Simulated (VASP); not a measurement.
# SnSe2 in VASP: further runs

Aim: see how the results for SnSe2 move with the level of theory and the settings. Levels: r2SCAN, PBE. Tasks: single point.

Program: VASP 6.6.1. These are calculated values, not measurements. Logs are shortened: lines on timing, memory, paths and dates and some standing lists are left out, and cuts for length are marked.

### Step 1. The cell of the first run

Symmetry: P-3m1, No. 164, trigonal system. The conventional cell has a = 4.016 Å, b = 4.016 Å, c = 5.887 Å, α = 90.00°, β = 90.00°, γ = 120.00°. Within 3.6 Å of Sn (site symmetry -3m) lie 6 Se at 2.77 Å. Se (site symmetry 3m) has 3 Sn at 2.77 Å and 12 Se at 3.68 to 4.02 Å within 4.1 Å.

### Step 2. Single point, r2SCAN (epitaxial xy strain +5.0%)

The input, POSCAR:

```
SnSe2
1.0
    4.0164067969      0.0000000000      0.0000000000
   -2.0082033984      3.4783103181      0.0000000000
    0.0000000000      0.0000000000      5.8873562437
Sn Se
1 2
Direct
    0.0000000000      0.0000000000      0.0000000000
    0.3333333333      0.6666666667      0.2567947464
    0.6666666667      0.3333333333      0.7432052536
```

The input, INCAR.step1:

```
SYSTEM = SnSe2
PREC     = Accurate       ! precision mode
ENCUT    = 520            ! plane-wave cutoff, eV
ISMEAR   = -1             ! smearing method
SIGMA    = 0.02           ! smearing width, eV
LREAL    = .False.        ! projectors in reciprocal space
LASPH    = .True.         ! aspherical terms in the spheres
NELM     = 80             ! most SCF steps
NBANDS   = 20             ! bands
GGA      = PE             ! functional
ALGO     = Normal         ! electronic algorithm
EDIFF    = 1E-4           ! SCF threshold, eV
LWAVE    = .True.         ! write WAVECAR
LCHARG   = .False.        ! write CHGCAR
```

The input, INCAR.step2:

```
SYSTEM = SnSe2
PREC     = Accurate       ! precision mode
ENCUT    = 520            ! plane-wave cutoff, eV
EDIFF    = 1E-6           ! SCF threshold, eV
ISMEAR   = -1             ! smearing method
SIGMA    = 0.02           ! smearing width, eV
LREAL    = .False.        ! projectors in reciprocal space
LASPH    = .True.         ! aspherical terms in the spheres
NELM     = 80             ! most SCF steps
ALGO     = Normal         ! electronic algorithm
ISIF     = 2              ! what is computed and relaxed
LWAVE    = .False.        ! write WAVECAR
LCHARG   = .False.        ! write CHGCAR
METAGGA  = R2SCAN         ! meta-GGA
LMIXTAU  = .True.       
NBANDS   = 20             ! bands
ISTART   = 1
```

The input, KPOINTS:

```
Automatic mesh
0
Gamma
  12 12 4
  0 0 0
```

Potentials or basis: VASP PAW PBE potentials, release 64 (Sn_d, Se).

The run is started by

```console
$ cat potpaw_PBE.64/Sn_d/POTCAR potpaw_PBE.64/Se/POTCAR > POTCAR
$ cp INCAR.step1 INCAR
$ mpirun -np 1 vasp_std > vasp.out
$ cp INCAR.step2 INCAR
$ mpirun -np 1 vasp_std > vasp.out
```

OUTCAR:

```text
SYSTEM = SnSe2
   PREC = Accurate
   ENCUT = 520
   EDIFF = 1E-6
   ISMEAR = -1
   LREAL = .False.
   LASPH = .True.
   NELM = 80
   ISIF = 2
   METAGGA = R2SCAN
   ISTART = 1

 ion  position               nearest neighbor table
   1  0.000  0.000  0.000-   2 2.77   3 2.77   3 2.77   2 2.77   3 2.77   2 2.77
   2  0.333  0.667  0.257-   1 2.77   1 2.77   1 2.77
   3  0.667  0.333  0.743-   1 2.77   1 2.77   1 2.77

  LATTYP: Found a hexagonal cell.
 ALAT       =     4.0164067969
 C/A-ratio  =     1.4658266808

  Lattice vectors:

 A1 = (   4.0164067969,   0.0000000000,   0.0000000000)
 A2 = (  -2.0082033984,   3.4783103181,   0.0000000000)
 A3 = (   0.0000000000,   0.0000000000,   5.8873562437)

Analysis of symmetry for initial positions (statically):
=====================================================================
 Subroutine PRICEL returns:
 Original cell was already a primitive cell.

 Routine SETGRP: Setting up the symmetry group for a
 hexagonal supercell.

 Subroutine GETGRP returns: Found 12 space group operations
 (whereof 12 operations were pure point group operations)
 out of a pool of 24 trial point group operations.

The static configuration has the point symmetry D_3d.

Analysis of symmetry for dynamics (positions and initial velocities):
=====================================================================
 Subroutine PRICEL returns:
 Original cell was already a primitive cell.

 Routine SETGRP: Setting up the symmetry group for a
 hexagonal supercell.

 Subroutine GETGRP returns: Found 12 space group operations
 (whereof 12 operations were pure point group operations)
 out of a pool of 24 trial point group operations.

The dynamic configuration has the point symmetry D_3d.

 Subroutine INISYM returns: Found 12 space group operations
 (whereof 12 operations are pure point group operations),
 and found     1 'primitive' translations

----------------------------------------------------------------------------------------

                                     Primitive cell

  volume of cell :      82.2482

  direct lattice vectors                    reciprocal lattice vectors
     4.016406797  0.000000000  0.000000000     0.248978764  0.143747956  0.000000000
    -2.008203398  3.478310318  0.000000000     0.000000000  0.287495913  0.000000000
     0.000000000  0.000000000  5.887356244     0.000000000  0.000000000  0.169855527

  length of vectors
     4.016406797  4.016406797  5.887356244     0.287495913  0.287495913  0.169855527

  position of ions in fractional coordinates (direct lattice)
     0.000000000  0.000000000  0.000000000
     0.333333333  0.666666667  0.256794746
     0.666666667  0.333333333  0.743205254

  ion indices of the primitive-cell ions
   primitive index   ion index
                 1           1
                 2           2
                 3           3

----------------------------------------------------------------------------------------

 KPOINTS: Automatic mesh

Automatic generation of k-mesh.
 Grid dimensions read from file:
 generate k-points for:   12   12    4

 Generating k-lattice:

  Cartesian coordinates                     Fractional coordinates (reciprocal lattice)
     0.020748230  0.011978996  0.000000000     0.083333333  0.000000000  0.000000000
     0.000000000  0.023957993  0.000000000     0.000000000  0.083333333  0.000000000
     0.000000000  0.000000000  0.042463882     0.000000000  0.000000000  0.250000000

  Length of vectors
     0.023957993  0.023957993  0.042463882

  Shift w.r.t. Gamma in fractional coordinates (k-lattice)
     0.000000000  0.000000000  0.000000000

 Subroutine IBZKPT returns following result:
 ===========================================

 Found     69 irreducible k-points:

 Following reciprocal coordinates:
            Coordinates               Weight
  0.000000  0.000000  0.000000      1.000000
  0.083333 -0.000000  0.000000      6.000000
  0.166667 -0.000000  0.000000      6.000000
  0.250000 -0.000000  0.000000      6.000000
  0.333333 -0.000000  0.000000      6.000000
  0.416667 -0.000000  0.000000      6.000000
[... 16 lines left out ...]
  0.166667 -0.000000  0.250000      6.000000
  0.000000  0.166667  0.250000      6.000000
 [... further k-points ...]
   k-points           NKPTS =     69   k-points in BZ     NKDIM =     69   number of bands    NBANDS=     20
   number of dos      NEDOS =    301   number of ions     NIONS =      3
   total plane-waves  NPLWV =  43200
   dimension x,y,z NGX =    30 NGY =   30 NGZ =   48
   dimension x,y,z NGXF=    60 NGYF=   60 NGZF=   96
   ions per type =               1   2
   NGX,Y,Z   is equivalent  to a cutoff of  12.42, 12.42, 13.55 a.u.
   NGXF,Y,Z  is equivalent  to a cutoff of  24.84, 24.84, 27.11 a.u.
 SYSTEM =  SnSe2
   PREC   = accura    normal or accurate (medium, high low for compatibility)
   ISTART =      1    job   : 0-new  1-cont  2-samecut
   ICHARG =      0    charge: 1-file 2-atom 10-const
   ISPIN  =      1    spin polarized calculation?
   LNONCOLLINEAR =      F non collinear calculations
   LSORBIT =      F    spin-orbit coupling
   LASPH  =      T    aspherical Exc in radial PAW
   ENCUT  =  520.0 eV  38.22 Ry    6.18 a.u.   7.47  7.47 10.95*2*pi/ulx,y,z
   NELM   =     80;   NELMIN=  2; NELMDL=  0     # of ELM steps
   EDIFF  = 0.1E-05   stopping-criterion for ELM
   LREAL  =      F    real-space projection
   EDIFFG = 0.1E-04   stopping-criterion for IOM
   NSW    =      0    number of steps for IOM
   IBRION =     -1    ionic relax: 0-MD 1-quasi-New 2-CG
   NFREE  =      0    steps in history (QN), initial steepest desc. (CG)
   ISIF   =      2    stress and relaxation
   ISYM   =      2    0-nonsym 1-usesym 2-fastsym
   POTIM  = 0.5000    time-step for ionic-motion
   TEBEG  =    0.0;   TEEND  =   0.0 temperature during run
   PSTRESS=    0.0 pullay stress
   NELECT =      26.0000    total number of electrons
   NUPDOWN=      -1.0000    fix difference up-down
   EMIN   =  10.00;   EMAX   =-10.00  energy-range for DOS
   EFERMI =   0.00;   METHOD = LEGACY
   ISMEAR =    -1;   SIGMA  =   0.02  broadening in eV -4-tet -1-fermi 0-gaus
   EFERMI_NEDOS =   21; number of points for ismear=-14 and -15
   IALGO  =     38    algorithm
   IMIX   =      4    mixing-type and parameters
     AMIX     =   0.40;   BMIX     =  1.00
     AMIX_MAG =   1.60;   BMIX_MAG =  1.00
  volume/ion in A,a.u.               =      27.42       185.01
  Fermi-wavevector in a.u.,A,eV,Ry     =   1.115211  2.107444 16.921515  1.243696
  Thomas-Fermi vector in A             =   2.251814
   LORBIT       =      0    0 simple, 1 ext, 2 COOP (PROOUT), +10 PAW based schemes
   METAGGA = R2SCAN    functional components
   LHFCALC =     F    Hartree Fock is set to
   AEXX    =    0.0000 exact exchange contribution
   IVDW    =     0    specifies the selected vdW correction
   LEPSILON=     F    determine dielectric tensor
   LRPA    =     F    only Hartree local field effects (RPA)
 non-spin polarized calculation
  energy-cutoff  :      520.00
  volume of cell :       82.25
 maximum number of plane-waves:      2254
 NGX is ok and might be reduce to    30
   NGX = 15   NGY = 15   NGZ = 21

 number of electron      25.9999988 magnetization

 Free energy of the ion-electron system (eV)
  ---------------------------------------------------
  ext. energy  EPLUGINS =         0.00000000
  ---------------------------------------------------
  free energy    TOTEN  =       -54.50937393 eV

  energy without entropy =      -54.50936608  energy(sigma->0) =      -54.50937001

 E-fermi :   3.8342     XC(G=0):  -9.7601

 val. band max:        3.7019923935   @ k =   0.0000   0.0000   0.0000
 cond. band min:       3.9302337490   @ k =   0.0000   0.0000   0.0000
 fundamental gap:      0.2282413555
 Fermi energy:         3.8342395090

 k-point     1 :       0.0000    0.0000    0.0000
  band No.  band energies     occupation
      1     -18.6139      2.00000
      2     -18.6138      2.00000
      3     -18.5850      2.00000
      4     -18.5674      2.00000
      5     -18.5673      2.00000
      6     -10.6367      2.00000
[... 12 lines left out ...]
     19      12.5827      0.00000
     20      12.5827      0.00000

 k-point     2 :       0.0833   -0.0000    0.0000
  band No.  band energies     occupation
      1     -18.6166      2.00000
      2     -18.6130      2.00000
      3     -18.5838      2.00000
      4     -18.5678      2.00000
      5     -18.5665      2.00000
      6     -10.5772      2.00000
[... 12 lines left out ...]
     19      12.5940      0.00000
     20      12.6443      0.00000

 k-point     3 :       0.1667   -0.0000    0.0000
  band No.  band energies     occupation
      1     -18.6242      2.00000
      2     -18.6110      2.00000
      3     -18.5808      2.00000
      4     -18.5685      2.00000
      5     -18.5636      2.00000
      6     -10.4032      2.00000
[... 12 lines left out ...]
     19      11.8902      0.00000
     20      12.7399      0.00000

 k-point     4 :       0.2500   -0.0000    0.0000
  band No.  band energies     occupation
      1     -18.6348      2.00000
      2     -18.6089      2.00000
      3     -18.5784      2.00000
      4     -18.5677      2.00000
      5     -18.5589      2.00000
      6     -10.1295      2.00000
[... 12 lines left out ...]
     19      11.6245      0.00000
     20      13.0334      0.00000

 k-point     5 :       0.3333   -0.0000    0.0000
  band No.  band energies     occupation
      1     -18.6456      2.00000
      2     -18.6077      2.00000
      3     -18.5785      2.00000
      4     -18.5642      2.00000
      5     -18.5535      2.00000
      6      -9.7889      2.00000
[... 12 lines left out ...]
     19      12.1633      0.00000
     20      13.7721      0.00000
[... 353 lines left out ...]
      6     -10.4619      2.00000
[... 12 lines left out ...]
     19      12.3934      0.00000
     20      12.4432      0.00000

 k-point    22 :       0.0000    0.0833    0.2500
  band No.  band energies     occupation
      1     -18.6166      2.00000
      2     -18.6130      2.00000
      3     -18.5837      2.00000
      4     -18.5678      2.00000
      5     -18.5664      2.00000
      6     -10.4619      2.00000
[... 12 lines left out ...]
     19      12.0566      0.00000
     20      12.4503      0.00000

 k-point    23 :       0.1667   -0.0000    0.2500
  band No.  band energies     occupation
      1     -18.6243      2.00000
      2     -18.6110      2.00000
      3     -18.5807      2.00000
      4     -18.5685      2.00000
      5     -18.5636      2.00000
      6     -10.2913      2.00000
[... 12 lines left out ...]
     19      12.2353      0.00000
     20      12.9647      0.00000

 k-point    24 :       0.0000    0.1667    0.2500
  band No.  band energies     occupation
      1     -18.6243      2.00000
      2     -18.6110      2.00000
      3     -18.5807      2.00000
      4     -18.5685      2.00000
      5     -18.5636      2.00000
      6     -10.2912      2.00000
[... 12 lines left out ...]
     19      12.0421      0.00000
     20      12.2561      0.00000

 [... further k-points ...]

------------------------ aborting loop because EDIFF is reached ----------------------------------------

  FORCE on cell =-STRESS in cart. coord.  units (eV):
  Direction    XX          YY          ZZ          XY          YZ          ZX
  --------------------------------------------------------------------------------------
  -------------------------------------------------------------------------------------
  Total       -2.1687869     -2.1687869      0.4596799     -0.0000000     -0.0000000      0.0000000
  in kB      -42.2475119    -42.2475119      8.9544672     -0.0000000     -0.0000000      0.0000000
  external PRESSURE =     -25.1801855 kB  Pullay stress =       0.0000000 kB

 VOLUME and BASIS-vectors are now :
 -----------------------------------------------------------------------------
  energy-cutoff  :      520.00
  volume of cell :       82.25
      direct lattice vectors                 reciprocal lattice vectors
     4.016406797  0.000000000  0.000000000     0.248978764  0.143747956  0.000000000
    -2.008203398  3.478310318  0.000000000     0.000000000  0.287495913  0.000000000
     0.000000000  0.000000000  5.887356244     0.000000000  0.000000000  0.169855527

 POSITION                                       TOTAL-FORCE (eV/Angst)
 -----------------------------------------------------------------------------------
      0.00000      0.00000      0.00000         0.000000      0.000000      0.000000
     -0.00000      2.31887      1.51184         0.000000     -0.000000     -0.010228
      2.00820      1.15944      4.37551        -0.000000      0.000000      0.010228
 -----------------------------------------------------------------------------------
    total drift:                                0.000000     -0.000000     -0.000000

  FREE ENERGIE OF THE ION-ELECTRON SYSTEM (eV)
  ---------------------------------------------------
  free  energy   TOTEN  =       -54.5093739304 eV

  energy  without entropy=      -54.5093660823  energy(sigma->0) =      -54.50937001
```

Run time: 3.9 min. Hardware: 1 thread of Intel Xeon 6975P-C (Granite Rapids), shared host; peak memory 0.27 GiB.

Results:

```
Free energy            : -54.5094 eV
Pressure               : -2.5 GPa
Largest force          : 0.010 eV/Å
Band gap on the k mesh : 0.23 eV
```

Forces on the atoms (eV/Å):
```
Sn   0.000  0.000  0.000
Se   0.000  0.000 -0.010
Se   0.000  0.000  0.010
```

Levels at points of the mesh, in eV from the valence-band top:
```csv
k point,band 11,band 12,band 13,band 14,band 15,band 16
"(0.00, 0.00, 0.00)",-1.13,-1.13,0.00,0.23,2.54,4.24
"(0.50, 0.00, 0.00)",-3.08,-1.50,-0.72,0.86,3.62,5.11
"(0.00, 0.00, 0.50)",-1.47,-0.89,-0.89,1.70,2.47,3.82
"(0.50, 0.00, 0.50)",-1.99,-1.30,-1.24,0.79,4.20,5.11
```

Caveat: the cell differs from its parent crystal (epitaxial xy strain +5.0%); the stress differs along the axes, from -4 to 1 GPa; semilocal functionals underestimate gaps, and a narrow one can read as zero; the PAW data sets were made with another functional, which shifts forces and pressure a little; spin-orbit coupling is left out, which moves the levels of the heavy elements. A k mesh can miss the band edges.

### Step 3. Single point, PBE (uniaxial x strain -1.0%)

The input, INCAR:

```
SYSTEM = SnSe2
PREC = Accurate ; ENCUT = 520
EDIFF = 1E-6 ; ISMEAR = -1
SIGMA = 0.02 ; LREAL = .False.
LASPH = .True. ; NELM = 80
ALGO = Normal ; ISIF = 2
LWAVE = .False. ; LCHARG = .True.
GGA = PE ; LELF = .True.
LVHAR = .True. ; NBANDS = 20
```

The input, KPOINTS:

```
regular mesh
0
Gamma
  12 12 4
  0 0 0
```

The input, POSCAR:

```
SnSe2
1.0
    3.7868978371      0.0000000000      0.0000000000
   -1.8934489185      3.3126764934      0.0000000000
    0.0000000000      0.0000000000      6.2270790464
Sn Se
1 2
Direct
    0.0000000000      0.0000000000      0.0000000000
    0.3331776924      0.6663553849      0.2540392226
    0.6668223076      0.3336446151      0.7459607774
```

Potentials or basis: VASP PAW PBE potentials, release 64 (Sn_d, Se).

The run is started by

```console
$ cat potpaw_PBE.64/Sn_d/POTCAR potpaw_PBE.64/Se/POTCAR > POTCAR
$ mpirun -np 1 vasp_std > vasp.out
```

Wall time 2.3 min (1 thread of Intel Xeon 6975P-C (Granite Rapids), shared host); peak memory 0.37 GiB.

The run converged. Its results:

```
Free energy            : -11.8105 eV
Pressure               : 3.5 GPa
Largest force          : 0.277 eV/Å
Band gap on the k mesh : 0.71 eV (least direct gap 1.20 eV)
```

Forces on the atoms (eV/Å):
```
Sn   0.000  0.000  0.000
Se   0.000 -0.008  0.276
Se   0.000  0.008 -0.276
```

Stress tensor (GPa, compression positive):
```
 4.01  0.00  0.00
 0.00  3.21 -0.05
 0.00 -0.05  3.25
```

Levels at points of the mesh, in eV from the valence-band top:
| k point | band 9 | band 10 | band 11 | band 12 | band 13 | band 14 | band 15 | band 16 | band 17 | band 18 |
| --- | --- | --- | --- | --- | --- | --- | --- | --- | --- | --- |
| (0.00, 0.00, 0.00) | -0.56 | -0.51 | -0.30 | -0.24 | -0.15 | 1.06 | 3.12 | 4.65 | 4.74 | 8.02 |
| (0.50, 0.00, 0.00) | -4.37 | -2.93 | -2.49 | -1.30 | -0.28 | 1.14 | 3.73 | 5.29 | 5.33 | 6.85 |
| (0.00, 0.50, 0.00) | -4.37 | -2.97 | -2.40 | -1.31 | -0.22 | 1.24 | 3.83 | 5.36 | 5.39 | 6.83 |
| (0.00, 0.00, 0.50) | -2.17 | -0.66 | -0.61 | -0.13 | -0.08 | 2.52 | 3.03 | 4.39 | 4.48 | 7.90 |
| (0.50, 0.00, 0.50) | -4.82 | -2.32 | -2.02 | -0.86 | -0.68 | 0.71 | 4.13 | 4.69 | 5.76 | 6.12 |
| (0.00, 0.50, 0.50) | -4.82 | -2.22 | -2.04 | -0.84 | -0.61 | 0.75 | 4.16 | 4.73 | 5.75 | 6.20 |

Caveat: the cell differs from its parent crystal (uniaxial x strain -1.0%); the cell stands under pressure; semilocal functionals underestimate gaps, and a narrow one can read as zero; spin-orbit coupling is left out, which moves the levels of the heavy elements; this functional lacks dispersion, which binds layers or chains, so the pressure and a relaxed spacing across them are unreliable. A k mesh can miss the band edges.
